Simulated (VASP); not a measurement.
# RhC (zincblende type) (F-43m) in VASP: notebook

Runs on RhC (zincblende type). Level: PBE. Tasks: density of states.

All numbers are computed with VASP 6.6.1; they aren't measurements. Logs are shortened: lines on timing, memory, paths and dates and some standing lists are left out, and cuts for length are marked.

## 1. The cell of the first run

It takes space group F-43m (No. 216, cubic). Conventional cell: a = 3.511 Å, b = 3.511 Å, c = 3.511 Å, α = 90.00°, β = 90.00°, γ = 90.00°. Rh (site symmetry -43m) has 4 C at 1.52 Å within 2.0 Å. Within 2.0 Å of C (site symmetry -43m) lie 4 Rh at 1.52 Å.

## 2. Density of states, PBE (volume scaled by 0.45)

Contents of POSCAR:

```
RhC
1.0
    0.0000000000      1.7555092939      1.7555092939
    1.7555092939      0.0000000000      1.7555092939
    1.7555092939      1.7555092939      0.0000000000
Rh C
1 1
Direct
    0.0000000000      0.0000000000      0.0000000000
    0.2500000000      0.2500000000      0.2500000000
```

Contents of INCAR.step1:

```
SYSTEM = RhC
  ALGO = Normal
  EDIFF = 1E-6
  ENCUT = 520
  GGA = PE
  ISIF = 2
  ISMEAR = -1
  LASPH = .True.
  LCHARG = .True.
  LMAXMIX = 4
  LREAL = .False.
  LWAVE = .False.
  NBANDS = 16
  NELM = 80
  PREC = Accurate
  SIGMA = 0.1
```

Contents of KPOINTS.step1:

```
k-points
0
Gamma
  14 14 14
  0 0 0
```

Contents of INCAR.step2:

```
SYSTEM = RhC
  ALGO = Normal
  EDIFF = 1E-6
  ENCUT = 520
  GGA = PE
  ICHARG = 11
  ISIF = 2
  ISMEAR = -5
  LASPH = .True.
  LCHARG = .False.
  LMAXMIX = 4
  LORBIT = 11
  LREAL = .False.
  LWAVE = .False.
  NEDOS = 2001
  NELM = 80
  PREC = Accurate
  SIGMA = 0.1
```

Contents of KPOINTS.step2:

```
k-points
0
Gamma
  21 21 21
  0 0 0
```

Potentials or basis: VASP PAW PBE potentials, release 64 (Rh_pv, C).

Command:

```
cat potpaw_PBE.64/Rh_pv/POTCAR potpaw_PBE.64/C/POTCAR > POTCAR
cp INCAR.step1 INCAR
cp KPOINTS.step1 KPOINTS
mpirun -np 1 vasp_std > vasp.out
cp INCAR.step2 INCAR
cp KPOINTS.step2 KPOINTS
mpirun -np 1 vasp_std > vasp.out
```

OUTCAR:

```text
SYSTEM = RhC
   EDIFF = 1E-6
   ENCUT = 520
   GGA = PE
   ICHARG = 11
   ISIF = 2
   ISMEAR = -5
   LASPH = .True.
   LORBIT = 11
   LREAL = .False.
   NELM = 80
   PREC = Accurate

 ion  position               nearest neighbor table
   1  0.000  0.000  0.000-   2 1.52   2 1.52   2 1.52   2 1.52
   2  0.250  0.250  0.250-   1 1.52   1 1.52   1 1.52   1 1.52

  LATTYP: Found a face centered cubic cell.
 ALAT       =     3.5110185878

  Lattice vectors:

 A1 = (   0.0000000000,   1.7555092939,   1.7555092939)
 A2 = (   1.7555092939,   0.0000000000,   1.7555092939)
 A3 = (   1.7555092939,   1.7555092939,   0.0000000000)

Analysis of symmetry for initial positions (statically):
=====================================================================
 Subroutine PRICEL returns:
 Original cell was already a primitive cell.

 Routine SETGRP: Setting up the symmetry group for a
 face centered cubic supercell.

 Subroutine GETGRP returns: Found 24 space group operations
 (whereof 24 operations were pure point group operations)
 out of a pool of 48 trial point group operations.

The static configuration has the point symmetry T_d .

Analysis of symmetry for dynamics (positions and initial velocities):
=====================================================================
 Subroutine PRICEL returns:
 Original cell was already a primitive cell.

 Routine SETGRP: Setting up the symmetry group for a
 face centered cubic supercell.

 Subroutine GETGRP returns: Found 24 space group operations
 (whereof 24 operations were pure point group operations)
 out of a pool of 48 trial point group operations.

The dynamic configuration has the point symmetry T_d .

 Subroutine INISYM returns: Found 24 space group operations
 (whereof 24 operations are pure point group operations),
 and found     1 'primitive' translations

----------------------------------------------------------------------------------------

                                     Primitive cell

  volume of cell :      10.8203

  direct lattice vectors                    reciprocal lattice vectors
     0.000000000  1.755509294  1.755509294    -0.284817632  0.284817632  0.284817632
     1.755509294  0.000000000  1.755509294     0.284817632 -0.284817632  0.284817632
     1.755509294  1.755509294  0.000000000     0.284817632  0.284817632 -0.284817632

  length of vectors
     2.482665052  2.482665052  2.482665052     0.493318609  0.493318609  0.493318609

  position of ions in fractional coordinates (direct lattice)
     0.000000000  0.000000000  0.000000000
     0.250000000  0.250000000  0.250000000

  ion indices of the primitive-cell ions
   primitive index   ion index
                 1           1
                 2           2

----------------------------------------------------------------------------------------

 KPOINTS: k-points

Automatic generation of k-mesh.
 Grid dimensions read from file:
 generate k-points for:   21   21   21

 Generating k-lattice:

  Cartesian coordinates                     Fractional coordinates (reciprocal lattice)
    -0.013562744  0.013562744  0.013562744     0.047619048  0.000000000  0.000000000
     0.013562744 -0.013562744  0.013562744     0.000000000  0.047619048  0.000000000
     0.013562744  0.013562744 -0.013562744     0.000000000  0.000000000  0.047619048

  Length of vectors
     0.023491362  0.023491362  0.023491362

  Shift w.r.t. Gamma in fractional coordinates (k-lattice)
     0.000000000  0.000000000  0.000000000

 TETIRR: Found   1276 inequivalent tetrahedra from    55566

 Subroutine IBZKPT returns following result:
 ===========================================

 Found    286 irreducible k-points:

 Following reciprocal coordinates:
            Coordinates               Weight
  0.000000  0.000000  0.000000      1.000000
  0.047619  0.000000  0.000000      8.000000
  0.095238  0.000000  0.000000      8.000000
  0.142857  0.000000  0.000000      8.000000
  0.190476  0.000000  0.000000      8.000000
  0.238095  0.000000  0.000000      8.000000
[... 16 lines left out ...]
 -0.428571  0.047619  0.000000     24.000000
 -0.380952  0.047619  0.000000     24.000000
 [... further k-points ...]
   k-points           NKPTS =    286   k-points in BZ     NKDIM =    286   number of bands    NBANDS=     13
   number of dos      NEDOS =   2001   number of ions     NIONS =      2
   total plane-waves  NPLWV =   5832
   dimension x,y,z NGX =    18 NGY =   18 NGZ =   18
   dimension x,y,z NGXF=    36 NGYF=   36 NGZF=   36
   ions per type =               1   1
   NGX,Y,Z   is equivalent  to a cutoff of  12.05, 12.05, 12.05 a.u.
   NGXF,Y,Z  is equivalent  to a cutoff of  24.11, 24.11, 24.11 a.u.
 SYSTEM =  RhC
   PREC   = accura    normal or accurate (medium, high low for compatibility)
   ISTART =      0    job   : 0-new  1-cont  2-samecut
   ICHARG =     11    charge: 1-file 2-atom 10-const
   ISPIN  =      1    spin polarized calculation?
   LNONCOLLINEAR =      F non collinear calculations
   LSORBIT =      F    spin-orbit coupling
   LASPH  =      T    aspherical Exc in radial PAW
   ENCUT  =  520.0 eV  38.22 Ry    6.18 a.u.   4.62  4.62  4.62*2*pi/ulx,y,z
   NELM   =     80;   NELMIN=  2; NELMDL=  0     # of ELM steps
   EDIFF  = 0.1E-05   stopping-criterion for ELM
   LREAL  =      F    real-space projection
   EDIFFG = 0.1E-04   stopping-criterion for IOM
   NSW    =      0    number of steps for IOM
   IBRION =     -1    ionic relax: 0-MD 1-quasi-New 2-CG
   NFREE  =      0    steps in history (QN), initial steepest desc. (CG)
   ISIF   =      2    stress and relaxation
   ISYM   =      2    0-nonsym 1-usesym 2-fastsym
   POTIM  = 0.5000    time-step for ionic-motion
   TEBEG  =    0.0;   TEEND  =   0.0 temperature during run
   PSTRESS=    0.0 pullay stress
   NELECT =      19.0000    total number of electrons
   NUPDOWN=      -1.0000    fix difference up-down
   EMIN   =  10.00;   EMAX   =-10.00  energy-range for DOS
   EFERMI =   0.00;   METHOD = LEGACY
   ISMEAR =    -5;   SIGMA  =   0.10  broadening in eV -4-tet -1-fermi 0-gaus
   EFERMI_NEDOS =   21; number of points for ismear=-14 and -15
   IALGO  =     38    algorithm
   IMIX   =      4    mixing-type and parameters
     AMIX     =   0.40;   BMIX     =  1.00
     AMIX_MAG =   1.60;   BMIX_MAG =  1.00
  volume/ion in A,a.u.               =       5.41        36.51
  Fermi-wavevector in a.u.,A,eV,Ry     =   1.975057  3.732316 53.074272  3.900849
  Thomas-Fermi vector in A             =   2.996703
   LORBIT       =     11    0 simple, 1 ext, 2 COOP (PROOUT), +10 PAW based schemes
   GGA     = PE    functional components
   LHFCALC =     F    Hartree Fock is set to
   AEXX    =    0.0000 exact exchange contribution
   IVDW    =     0    specifies the selected vdW correction
   LEPSILON=     F    determine dielectric tensor
   LRPA    =     F    only Hartree local field effects (RPA)
 non-spin polarized calculation
 Fermi weights with tetrahedron method with Bloechl corrections
  energy-cutoff  :      520.00
  volume of cell :       10.82
 maximum number of plane-waves:       303

 number of electron      18.9999993 magnetization

 Free energy of the ion-electron system (eV)
  ---------------------------------------------------
  ext. energy  EPLUGINS =         0.00000000
  ---------------------------------------------------
  free energy    TOTEN  =         6.18623039 eV

  energy without entropy =        6.18623039  energy(sigma->0) =        6.18623039

 E-fermi :  26.4693     XC(G=0): -17.4376

 val. band max:       26.5005314285   @ k =  -0.2381   0.3333   0.1429
 cond. band min:      26.4100460127   @ k =   0.4762   0.4762   0.0000
 fundamental gap:     -0.0904854158
 Fermi energy:        26.4692686301

 k-point     1 :       0.0000    0.0000    0.0000
  band No.  band energies     occupation
      1     -24.9345      2.00000
      2     -24.9345      2.00000
      3     -24.9345      2.00000
      4       5.4827      2.00000
      5      10.4595      2.00000
      6      10.4595      2.00000
      7      10.4595      2.00000
      8      19.1350      2.00000
      9      19.1350      2.00000
     10      30.8332      0.00000
     11      34.3937      0.00000
     12      34.3937      0.00000
     13      34.3937      0.00000

 k-point     2 :       0.0476    0.0000    0.0000
  band No.  band energies     occupation
      1     -24.9900      2.00000
      2     -24.9424      2.00000
      3     -24.9424      2.00000
      4       5.5920      2.00000
      5      10.4536      2.00000
      6      10.5153      2.00000
      7      10.5153      2.00000
      8      19.0799      2.00000
      9      19.0799      2.00000
     10      30.9314      0.00000
     11      34.3192      0.00000
     12      34.5470      0.00000
     13      34.5470      0.00000

 k-point     3 :       0.0952    0.0000    0.0000
  band No.  band energies     occupation
      1     -25.1500      2.00000
      2     -24.9653      2.00000
      3     -24.9653      2.00000
      4       5.9009      2.00000
      5      10.4545      2.00000
      6      10.6743      2.00000
      7      10.6743      2.00000
      8      18.9398      2.00000
      9      18.9398      2.00000
     10      31.1523      0.00000
     11      34.1917      0.00000
     12      34.9621      0.00000
     13      34.9621      0.00000
[... 305 lines left out ...]
 k-point    23 :      -0.4286    0.0476    0.0000
  band No.  band energies     occupation
      1     -27.1211      2.00000
      2     -25.3170      2.00000
      3     -25.2681      2.00000
      4       7.4273      2.00000
      5      11.7631      2.00000
      6      11.8694      2.00000
      7      15.6328      2.00000
      8      20.5397      2.00000
      9      21.2760      2.00000
     10      25.8483      2.09357
     11      31.9226      0.00000
     12      32.3838      0.00000
     13      33.0873      0.00000

 k-point    24 :      -0.3810    0.0476    0.0000
  band No.  band energies     occupation
      1     -26.9748      2.00000
      2     -25.3013      2.00000
      3     -25.2353      2.00000
      4       7.4638      2.00000
      5      11.7846      2.00000
      6      11.8512      2.00000
      7      14.6746      2.00000
      8      19.8582      2.00000
      9      20.8669      2.00000
     10      26.8503      0.19815
     11      32.5916      0.00000
     12      33.4482      0.00000
     13      33.7209      0.00000

 [... further k-points ...]
[... 5 lines left out ...]
  --------------------------------------------------------------------------------------
  -------------------------------------------------------------------------------------
  Total       71.1195678     71.1195678     71.1195678      0.0000000      0.0000000      0.0000000
  in kB    10530.7740917  10530.7740917  10530.7740917      0.0000000      0.0000000      0.0000000
  external PRESSURE =   10530.7740917 kB  Pullay stress =       0.0000000 kB

 VOLUME and BASIS-vectors are now :
 -----------------------------------------------------------------------------
  energy-cutoff  :      520.00
  volume of cell :       10.82
      direct lattice vectors                 reciprocal lattice vectors
     0.000000000  1.755509294  1.755509294    -0.284817632  0.284817632  0.284817632
     1.755509294  0.000000000  1.755509294     0.284817632 -0.284817632  0.284817632
     1.755509294  1.755509294  0.000000000     0.284817632  0.284817632 -0.284817632

 POSITION                                       TOTAL-FORCE (eV/Angst)
 -----------------------------------------------------------------------------------
      0.00000      0.00000      0.00000         0.000000      0.000000      0.000000
      0.87775      0.87775      0.87775        -0.000000     -0.000000     -0.000000
 -----------------------------------------------------------------------------------
    total drift:                                0.000000      0.000000      0.000000

  FREE ENERGIE OF THE ION-ELECTRON SYSTEM (eV)
  ---------------------------------------------------
  free  energy   TOTEN  =         6.1862303876 eV

  energy  without entropy=        6.1862303876  energy(sigma->0) =        6.18623039

 total charge

# of ion       s       p       d       tot
------------------------------------------
    1        1.054   7.387   8.917  17.359
    2        1.109   2.397   0.000   3.506
--------------------------------------------------
tot          2.164   9.784   8.917  20.865
```

Run time: 19 s. Hardware: 1 thread of Intel Xeon 6975P-C (Granite Rapids), shared host; peak memory 0.15 GiB.

Caveat: the cell differs from its parent crystal (volume scaled by 0.45); tetrahedron occupations give inexact forces and stress in metals.

## 3. Density of states, PBE

This run uses another cell than the first one, of 12.02 Å³/atom, 2.222 times its volume.

Contents of POSCAR:

```
RhC
1.0
    0.0000000000      2.2908621762      2.2908621762
    2.2908621762      0.0000000000      2.2908621762
    2.2908621762      2.2908621762      0.0000000000
Rh C
1 1
Direct
    0.0000000000      0.0000000000      0.0000000000
    0.2500000000      0.2500000000      0.2500000000
```

Contents of INCAR.step1:

```
SYSTEM = RhC
ALGO = Normal ; EDIFF = 1E-6
ENCUT = 520 ; GGA = PE
ISIF = 2 ; ISMEAR = -1
LASPH = .TRUE. ; LCHARG = .TRUE.
LMAXMIX = 4 ; LREAL = .FALSE.
LWAVE = .FALSE. ; NBANDS = 16
NELM = 60 ; PREC = Accurate
SIGMA = 0.1
```

Contents of KPOINTS.step1:

```
k-points
0
G
  14 14 14
  0 0 0
```

Contents of INCAR.step2:

```
SYSTEM = RhC
ALGO = Normal ; EDIFF = 1E-6
ENCUT = 520 ; GGA = PE
ICHARG = 11 ; ISIF = 2
ISMEAR = -5 ; LASPH = .TRUE.
LCHARG = .FALSE. ; LMAXMIX = 4
LORBIT = 11 ; LREAL = .FALSE.
LWAVE = .FALSE. ; NBANDS = 16
NEDOS = 2001 ; NELM = 60
PREC = Accurate ; SIGMA = 0.1
```

Contents of KPOINTS.step2:

```
k-points
0
G
  21 21 21
  0 0 0
```

Potentials or basis: VASP PAW PBE potentials, release 64 (Rh_pv, C).

Command:

```
cat potpaw_PBE.64/Rh_pv/POTCAR potpaw_PBE.64/C/POTCAR > POTCAR
cp INCAR.step1 INCAR
cp KPOINTS.step1 KPOINTS
mpirun -np 1 vasp_std > vasp.out
cp INCAR.step2 INCAR
cp KPOINTS.step2 KPOINTS
mpirun -np 1 vasp_std > vasp.out
```

Wall time 28 s (1 thread of Intel Xeon 6975P-C (Granite Rapids), shared host); peak memory 0.21 GiB.

The run converged. Its results:

| Quantity | Value |
| --- | --- |
| Valence electrons inside the program's atomic spheres | Rh 14.02; C 2.33 |

Levels at points of the mesh, in eV from the Fermi level:
```tsv
k point	band 7	band 8	band 9	band 10	band 11	band 12
(0.00, 0.00, 0.00)	-6.27	-2.61	-2.61	4.54	5.59	5.59
```

Caveat: tetrahedron occupations give inexact forces and stress in metals.

## 4. Density of states, PBE

This run uses another cell than the first one, of 12.02 Å³/atom, 2.222 times its volume.

POSCAR is that of step 3.

Contents of INCAR.step1:

```
ALGO = Normal
EDIFF = 1E-6
ENCUT = 520
GGA = PE
ISIF = 2
ISMEAR = -1
LASPH = T
LCHARG = T
LMAXMIX = 4
LREAL = F
LWAVE = F
NBANDS = 16
NELM = 60
PREC = Accurate
SIGMA = 0.1
```

Contents of KPOINTS.step1:

```
k-points
0
Gamma
  14 14 14
```

Contents of INCAR.step2:

```
ALGO = Normal
EDIFF = 1E-6
ENCUT = 520
GGA = PE
ICHARG = 11
ISIF = 2
ISMEAR = -5
LASPH = T
LCHARG = F
LMAXMIX = 4
LORBIT = 11
LREAL = F
LWAVE = F
NEDOS = 1001
NELM = 60
PREC = Accurate
SIGMA = 0.1
```

Contents of KPOINTS.step2:

```
k-points
0
Gamma
  21 21 21
```

Command:

```
cat potpaw_PBE.64/Rh_pv/POTCAR potpaw_PBE.64/C/POTCAR > POTCAR
cp INCAR.step1 INCAR
cp KPOINTS.step1 KPOINTS
mpirun -np 1 vasp_std > vasp.out
cp INCAR.step2 INCAR
cp KPOINTS.step2 KPOINTS
mpirun -np 1 vasp_std > vasp.out
```

It took 29 s on 1 thread of Intel Xeon 6975P-C (Granite Rapids), shared host; peak memory 0.21 GiB.

The run converged. Its results:

| Property | Result |
| --- | --- |
| Valence electrons inside the program's atomic spheres | Rh 14.02; C 2.33 |

Levels at points of the mesh, in eV from the Fermi level:
| k point | band 6 | band 7 | band 8 | band 9 | band 10 | band 11 | band 12 | band 13 |
| --- | --- | --- | --- | --- | --- | --- | --- | --- |
| (0.00, 0.00, 0.00) | -6.27 | -6.27 | -2.61 | -2.61 | 4.54 | 5.59 | 5.59 | 5.59 |

Caveat: tetrahedron occupations give inexact forces and stress in metals.
